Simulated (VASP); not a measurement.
# YSc (P-6m2) in VASP: notebook

The runs below take YSc through single point, relaxation of cell and atoms, with LDA.

Everything below comes from runs of VASP 6.6.1. Logs are shortened: lines on timing, memory, paths and dates and some standing lists are left out, and cuts for length are marked.

## (1) The cell of the first run

It takes space group P-6m2 (No. 187, hexagonal). The conventional cell has a = 3.399 Å, b = 3.399 Å, c = 5.232 Å, α = 90.00°, β = 90.00°, γ = 120.00°. Y (site symmetry -6m2) has 6 Sc at 3.27 Å and 6 Y at 3.40 Å within 4.3 Å. Within 4.3 Å of Sc (site symmetry -6m2) lie 6 Y at 3.27 Å and 6 Sc at 3.40 Å.

## (2) Single point, LDA

INCAR reads:

```
SYSTEM = YSc
  PREC = Accurate
  ENCUT = 520
  EDIFF = 1E-6
  ISMEAR = 0
  SIGMA = 0.1
  LREAL = .False.
  LASPH = .True.
  NELM = 100
  ALGO = Normal
  ISIF = 2
  LWAVE = .False.
  LCHARG = .False.
  NBANDS = 18
```

KPOINTS reads:

```
Automatic mesh
0
Gamma
  15 15 8
  0 0 0
```

POSCAR reads:

```
YSc
1.0
    3.3985398395      0.0000000000      0.0000000000
   -1.6992699198      2.9432218368      0.0000000000
    0.0000000000      0.0000000000      5.2318720195
Y Sc
1 1
Direct
    0.0000000000      0.0000000000      0.0000000000
    0.3333333333      0.6666666667      0.5000000000
```

Potentials or basis: VASP PAW LDA potentials, release 64 (Y_sv, Sc_sv).

The run is started by

```bash
$ cat potpaw_LDA.64/Y_sv/POTCAR potpaw_LDA.64/Sc_sv/POTCAR > POTCAR
$ mpirun -np 1 vasp_std > vasp.out
```

OUTCAR:

```text
SYSTEM = YSc
   PREC = Accurate
   ENCUT = 520
   EDIFF = 1E-6
   ISMEAR = 0
   LREAL = .False.
   LASPH = .True.
   NELM = 100
   ISIF = 2

 ion  position               nearest neighbor table
   1  0.000  0.000  0.000-   2 3.27   2 3.27   2 3.27   2 3.27   2 3.27   2 3.27
   2  0.333  0.667  0.500-   1 3.27   1 3.27   1 3.27   1 3.27   1 3.27   1 3.27

  LATTYP: Found a hexagonal cell.
 ALAT       =     3.3985398395
 C/A-ratio  =     1.5394470174

  Lattice vectors:

 A1 = (   3.3985398395,   0.0000000000,   0.0000000000)
 A2 = (  -1.6992699198,   2.9432218368,   0.0000000000)
 A3 = (   0.0000000000,   0.0000000000,   5.2318720195)

Analysis of symmetry for initial positions (statically):
=====================================================================
 Subroutine PRICEL returns:
 Original cell was already a primitive cell.

 Routine SETGRP: Setting up the symmetry group for a
 hexagonal supercell.

 Subroutine GETGRP returns: Found 12 space group operations
 (whereof 12 operations were pure point group operations)
 out of a pool of 24 trial point group operations.

The static configuration has the point symmetry D_3h.

Analysis of symmetry for dynamics (positions and initial velocities):
=====================================================================
 Subroutine PRICEL returns:
 Original cell was already a primitive cell.

 Routine SETGRP: Setting up the symmetry group for a
 hexagonal supercell.

 Subroutine GETGRP returns: Found 12 space group operations
 (whereof 12 operations were pure point group operations)
 out of a pool of 24 trial point group operations.

The dynamic configuration has the point symmetry D_3h.

 Subroutine INISYM returns: Found 12 space group operations
 (whereof 12 operations are pure point group operations),
 and found     1 'primitive' translations

----------------------------------------------------------------------------------------

                                     Primitive cell

  volume of cell :      52.3326

  direct lattice vectors                    reciprocal lattice vectors
     3.398539840  0.000000000  0.000000000     0.294244013  0.169881860  0.000000000
    -1.699269920  2.943221837  0.000000000     0.000000000  0.339763720  0.000000000
     0.000000000  0.000000000  5.231872019     0.000000000  0.000000000  0.191136174

  length of vectors
     3.398539840  3.398539840  5.231872019     0.339763720  0.339763720  0.191136174

  position of ions in fractional coordinates (direct lattice)
     0.000000000  0.000000000  0.000000000
     0.333333333  0.666666667  0.500000000

  ion indices of the primitive-cell ions
   primitive index   ion index
                 1           1
                 2           2

----------------------------------------------------------------------------------------

 KPOINTS: Automatic mesh

Automatic generation of k-mesh.
 Grid dimensions read from file:
 generate k-points for:   15   15    8

 Generating k-lattice:

  Cartesian coordinates                     Fractional coordinates (reciprocal lattice)
     0.019616268  0.011325457  0.000000000     0.066666667  0.000000000  0.000000000
     0.000000000  0.022650915  0.000000000     0.000000000  0.066666667  0.000000000
     0.000000000  0.000000000  0.023892022     0.000000000  0.000000000  0.125000000

  Length of vectors
     0.022650915  0.022650915  0.023892022

  Shift w.r.t. Gamma in fractional coordinates (k-lattice)
     0.000000000  0.000000000  0.000000000

 Subroutine IBZKPT returns following result:
 ===========================================

 Found    135 irreducible k-points:

 Following reciprocal coordinates:
            Coordinates               Weight
  0.000000  0.000000  0.000000      1.000000
  0.066667  0.000000  0.000000      6.000000
  0.133333  0.000000  0.000000      6.000000
  0.200000 -0.000000  0.000000      6.000000
  0.266667  0.000000  0.000000      6.000000
  0.333333  0.000000  0.000000      6.000000
[... 16 lines left out ...]
  0.333333  0.200000  0.000000     12.000000
  0.400000  0.200000  0.000000      6.000000
 [... further k-points ...]
   k-points           NKPTS =    135   k-points in BZ     NKDIM =    135   number of bands    NBANDS=     18
   number of dos      NEDOS =    301   number of ions     NIONS =      2
   total plane-waves  NPLWV =  31360
   dimension x,y,z NGX =    28 NGY =   28 NGZ =   40
   dimension x,y,z NGXF=    56 NGYF=   56 NGZF=   80
   ions per type =               1   1
   NGX,Y,Z   is equivalent  to a cutoff of  13.70, 13.70, 12.71 a.u.
   NGXF,Y,Z  is equivalent  to a cutoff of  27.39, 27.39, 25.42 a.u.
 SYSTEM =  YSc
   PREC   = accura    normal or accurate (medium, high low for compatibility)
   ISTART =      0    job   : 0-new  1-cont  2-samecut
   ICHARG =      2    charge: 1-file 2-atom 10-const
   ISPIN  =      1    spin polarized calculation?
   LNONCOLLINEAR =      F non collinear calculations
   LSORBIT =      F    spin-orbit coupling
   LASPH  =      T    aspherical Exc in radial PAW
   ENCUT  =  520.0 eV  38.22 Ry    6.18 a.u.   6.32  6.32  9.73*2*pi/ulx,y,z
   NELM   =    100;   NELMIN=  2; NELMDL= -5     # of ELM steps
   EDIFF  = 0.1E-05   stopping-criterion for ELM
   LREAL  =      F    real-space projection
   EDIFFG = 0.1E-04   stopping-criterion for IOM
   NSW    =      0    number of steps for IOM
   IBRION =     -1    ionic relax: 0-MD 1-quasi-New 2-CG
   NFREE  =      0    steps in history (QN), initial steepest desc. (CG)
   ISIF   =      2    stress and relaxation
   ISYM   =      2    0-nonsym 1-usesym 2-fastsym
   POTIM  = 0.5000    time-step for ionic-motion
   TEBEG  =    0.0;   TEEND  =   0.0 temperature during run
   PSTRESS=    0.0 pullay stress
   NELECT =      22.0000    total number of electrons
   NUPDOWN=      -1.0000    fix difference up-down
   EMIN   =  10.00;   EMAX   =-10.00  energy-range for DOS
   EFERMI =   0.00;   METHOD = LEGACY
   ISMEAR =     0;   SIGMA  =   0.10  broadening in eV -4-tet -1-fermi 0-gaus
   EFERMI_NEDOS =   21; number of points for ismear=-14 and -15
   IALGO  =     38    algorithm
   IMIX   =      4    mixing-type and parameters
     AMIX     =   0.40;   BMIX     =  1.00
     AMIX_MAG =   1.60;   BMIX_MAG =  1.00
  volume/ion in A,a.u.               =      26.17       176.58
  Fermi-wavevector in a.u.,A,eV,Ry     =   1.226380  2.317521 20.463255  1.504007
  Thomas-Fermi vector in A             =   2.361383
   LORBIT       =      0    0 simple, 1 ext, 2 COOP (PROOUT), +10 PAW based schemes
   GGA     = CA    functional components
   LHFCALC =     F    Hartree Fock is set to
   AEXX    =    0.0000 exact exchange contribution
   IVDW    =     0    specifies the selected vdW correction
   LEPSILON=     F    determine dielectric tensor
   LRPA    =     F    only Hartree local field effects (RPA)
 non-spin polarized calculation
 Gauss-broadening in eV      SIGMA  =   0.10
  energy-cutoff  :      520.00
  volume of cell :       52.33
 maximum number of plane-waves:      1433
 NGX is ok and might be reduce to    28
   NGX = 13   NGY = 13   NGZ = 19

 number of electron      22.0000000 magnetization

 Free energy of the ion-electron system (eV)
  ---------------------------------------------------
  ext. energy  EPLUGINS =         0.00000000
  ---------------------------------------------------
  free energy    TOTEN  =       -13.58784372 eV

  energy without entropy =      -13.57130894  energy(sigma->0) =      -13.57957633

 E-fermi :   3.6031     XC(G=0): -10.2383

 val. band max:        3.5890871775   @ k =   0.2667   0.2000   0.2500
 cond. band min:       3.6031921731   @ k =   0.3333   0.0667   0.0000
 fundamental gap:      0.0141049957
 Fermi energy:         3.6031298151

 k-point     1 :       0.0000    0.0000    0.0000
  band No.  band energies     occupation
      1     -45.2425      2.00000
      2     -38.3488      2.00000
      3     -24.2739      2.00000
      4     -24.0988      2.00000
      5     -24.0988      2.00000
      6     -18.5239      2.00000
[... 10 lines left out ...]
     17       5.9997      0.00000
     18       5.9997      0.00000

 k-point     2 :       0.0667    0.0000    0.0000
  band No.  band energies     occupation
      1     -45.2414      2.00000
      2     -38.3451      2.00000
      3     -24.2720      2.00000
      4     -24.1082      2.00000
      5     -24.1011      2.00000
      6     -18.5200      2.00000
[... 10 lines left out ...]
     17       5.9835      0.00000
     18       6.0998      0.00000

 k-point     3 :       0.1333    0.0000    0.0000
  band No.  band energies     occupation
      1     -45.2383      2.00000
      2     -38.3346      2.00000
      3     -24.2667      2.00000
      4     -24.1346      2.00000
      5     -24.1074      2.00000
      6     -18.5089      2.00000
[... 10 lines left out ...]
     17       6.1203      0.00000
     18       6.3994      0.00000

 k-point     4 :       0.2000   -0.0000    0.0000
  band No.  band energies     occupation
      1     -45.2336      2.00000
      2     -38.3190      2.00000
      3     -24.2587      2.00000
      4     -24.1732      2.00000
      5     -24.1166      2.00000
      6     -18.4925      2.00000
[... 375 lines left out ...]
      4     -24.2326      2.00000
      5     -24.1779      2.00000
      6     -18.7296      2.00000
[... 10 lines left out ...]
     17       7.2542      0.00000
     18       8.4270      0.00000

 k-point    23 :       0.3333    0.2000    0.0000
  band No.  band energies     occupation
      1     -45.2156      2.00000
      2     -38.2580      2.00000
      3     -24.2823      2.00000
      4     -24.2282      2.00000
      5     -24.1914      2.00000
      6     -18.7709      2.00000
[... 10 lines left out ...]
     17       7.5998      0.00000
     18       8.3810      0.00000

 k-point    24 :       0.4000    0.2000    0.0000
  band No.  band energies     occupation
      1     -45.2147      2.00000
      2     -38.2549      2.00000
      3     -24.2865      2.00000
      4     -24.2267      2.00000
      5     -24.1964      2.00000
      6     -18.7848      2.00000
[... 10 lines left out ...]
     17       7.7606      0.00000
     18       8.3657      0.00000

 [... further k-points ...]
[... 5 lines left out ...]
  --------------------------------------------------------------------------------------
  -------------------------------------------------------------------------------------
  Total       -0.0251531     -0.0251531     -0.0140032      0.0000000      0.0000000      0.0000000
  in kB       -0.7700692     -0.7700692     -0.4287124      0.0000000      0.0000000      0.0000000
  external PRESSURE =      -0.6562836 kB  Pullay stress =       0.0000000 kB

 VOLUME and BASIS-vectors are now :
 -----------------------------------------------------------------------------
  energy-cutoff  :      520.00
  volume of cell :       52.33
      direct lattice vectors                 reciprocal lattice vectors
     3.398539840  0.000000000  0.000000000     0.294244013  0.169881860  0.000000000
    -1.699269920  2.943221837  0.000000000     0.000000000  0.339763720  0.000000000
     0.000000000  0.000000000  5.231872019     0.000000000  0.000000000  0.191136174

 POSITION                                       TOTAL-FORCE (eV/Angst)
 -----------------------------------------------------------------------------------
      0.00000      0.00000      0.00000         0.000000      0.000000      0.000000
     -0.00000      1.96215      2.61594        -0.000000      0.000000      0.000000
 -----------------------------------------------------------------------------------
    total drift:                                0.000000     -0.000000     -0.000000

  FREE ENERGIE OF THE ION-ELECTRON SYSTEM (eV)
  ---------------------------------------------------
  free  energy   TOTEN  =       -13.5878437187 eV

  energy  without entropy=      -13.5713089372  energy(sigma->0) =      -13.57957633
```

It took 67 s on 1 thread of Intel Xeon 6975P-C (Granite Rapids), shared host; peak memory 0.28 GiB.

Results:

```
Free energy            : -13.5878 eV
Pressure               : -0.1 GPa
Band gap on the k mesh : zero (band 11 reaches 4.87 eV, above the bottom of band 12 at 3.10 eV)
```

Levels at points of the mesh, in eV from the Fermi level:
```tsv
k point	band 9	band 10	band 11	band 12	band 13	band 14
(0.00, 0.00, 0.00)	-5.00	-1.90	1.26	1.53	1.53	1.99
(0.00, 0.00, 0.50)	-3.43	-3.26	0.95	1.07	1.40	1.40
```

## (3) Relaxation of cell and atoms, LDA

This run uses another cell than the first one, of 29.00 Å³/atom, 1.108 times its volume.

INCAR reads:

```
  PREC = Accurate
  ENCUT = 600
  EDIFF = 1E-7
  ISMEAR = 0
  SIGMA = 0.1
  LREAL = F
  LASPH = T
  NELM = 100
  ALGO = Normal
  ISIF = 3
  LWAVE = F
  LCHARG = F
  GGA = CA
  IBRION = 2
  NSW = 100
  EDIFFG = -0.005
```

KPOINTS reads:

```
regular mesh
0
Gamma
  15 15 8
```

POSCAR reads:

```
YSc
1.0
    3.5201658294      0.0000000000      0.0000000000
   -1.7600829147      3.0485530338      0.0000000000
    0.0000000000      0.0000000000      5.4041162200
Y Sc
1 1
Direct
    0.0000000000      0.0000000000      0.0000000000
    0.3333333300      0.6666666700      0.5000000000
```

Potentials or basis: VASP PAW LDA potentials, release 64 (Y_sv, Sc_sv).

The run is started by

```bash
$ cat potpaw_LDA.64/Y_sv/POTCAR potpaw_LDA.64/Sc_sv/POTCAR > POTCAR
$ mpirun -np 1 vasp_std > vasp.out
```

Run time: 4.8 min. Hardware: 1 thread of Intel Xeon 6975P-C (Granite Rapids), shared host; peak memory 0.31 GiB.

Results (log left out):

* Free energy: -13.5882 eV
* Relaxed volume: 26.15 Å³/atom
* Relaxed cell: a = 3.397 Å, b = 3.397 Å, c = 5.233 Å, α = 90.00°, β = 90.00°, γ = 120.00°
* Space group after relaxing (to 0.05 Å): P-6m2 (No. 187)
* Energy gained by relaxing: 43.2 meV/atom
* Ionic steps: 7
* Pressure after relaxing: 0.0 GPa
* Band gap on the k mesh: zero (band 11 reaches 4.87 eV, above the bottom of band 12 at 3.10 eV)

Step by step:
| step | energy change (eV) | largest force (eV/Å) | pressure (GPa) | volume (Å³) |
| --- | --- | --- | --- | --- |
| 1 | 0.0000 | 0.0000 | -4.51 | 57.99 |
| 2 | -0.0840 | 0.0000 | 0.90 | 51.40 |
| 3 | -0.0865 | 0.0000 | 0.02 | 52.27 |
| 4 | -0.0864 | 0.0000 | -0.09 | 52.38 |
| 5 | -0.0865 | 0.0000 | -0.09 | 52.38 |
| 6 | -0.0865 | 0.0000 | -0.09 | 52.37 |
| 7 | -0.0865 | 0.0000 | -0.02 | 52.31 |

Final structure:
```cif
data_structure
_symmetry_space_group_name_H-M 'P 1'
_symmetry_Int_Tables_number 1
_cell_length_a 3.3973
_cell_length_b 3.3973
_cell_length_c 5.2331
_cell_angle_alpha 90.000
_cell_angle_beta 90.000
_cell_angle_gamma 120.000
_cell_volume 52.31
loop_
_atom_site_label
_atom_site_type_symbol
_atom_site_fract_x
_atom_site_fract_y
_atom_site_fract_z
_atom_site_occupancy
Y1 Y 0.00000 0.00000 0.00000 1
Sc1 Sc 0.33333 0.66667 0.50000 1
```

Levels at points of the mesh, in eV from the Fermi level:
| k point | band 9 | band 10 | band 11 | band 12 | band 13 | band 14 |
| --- | --- | --- | --- | --- | --- | --- |
| (0.00, 0.00, 0.00) | -5.00 | -1.91 | 1.26 | 1.53 | 1.53 | 1.99 |
| (0.00, 0.00, 0.50) | -3.44 | -3.26 | 0.95 | 1.07 | 1.40 | 1.40 |

## (4) Single point, LDA

INCAR reads:

```
PREC = Accurate ; ENCUT = 520
EDIFF = 1E-7 ; ISMEAR = 0
SIGMA = 0.1 ; LREAL = F
LASPH = T ; NELM = 100
ALGO = Normal ; ISIF = 2
LWAVE = F ; LCHARG = T
LELF = T ; LVHAR = T
NBANDS = 18
```

KPOINTS reads:

```
Automatic mesh
0
Gamma
  15 15 8
```

POSCAR reads:

```
YSc
1.0
    3.3985398395      0.0000000000      0.0000000000
   -1.6992699198      2.9432218368      0.0000000000
    0.0000000000      0.0000000000      5.2318720195
Y Sc
1 1
Direct
    0.0000000000      0.0000000000      0.0000000000
    0.3333333333      0.6666666667      0.5000000000
```

The run is started by

```bash
$ cat potpaw_LDA.64/Y_sv/POTCAR potpaw_LDA.64/Sc_sv/POTCAR > POTCAR
$ mpirun -np 1 vasp_std > vasp.out
```

Wall time 60 s (1 thread of Intel Xeon 6975P-C (Granite Rapids), shared host); peak memory 0.28 GiB.

Results (log left out):

- Free energy: -13.5878 eV
- Pressure: -0.1 GPa
- Band gap on the k mesh: zero (band 11 reaches 4.87 eV, above the bottom of band 12 at 3.10 eV)

Levels at points of the mesh, in eV from the Fermi level:
```tsv
k point	band 9	band 10	band 11	band 12	band 13	band 14
(0.00, 0.00, 0.00)	-5.00	-1.90	1.26	1.53	1.53	1.99
(0.00, 0.00, 0.50)	-3.43	-3.26	0.95	1.07	1.40	1.40
```

(Continued in part 2 of 2.)
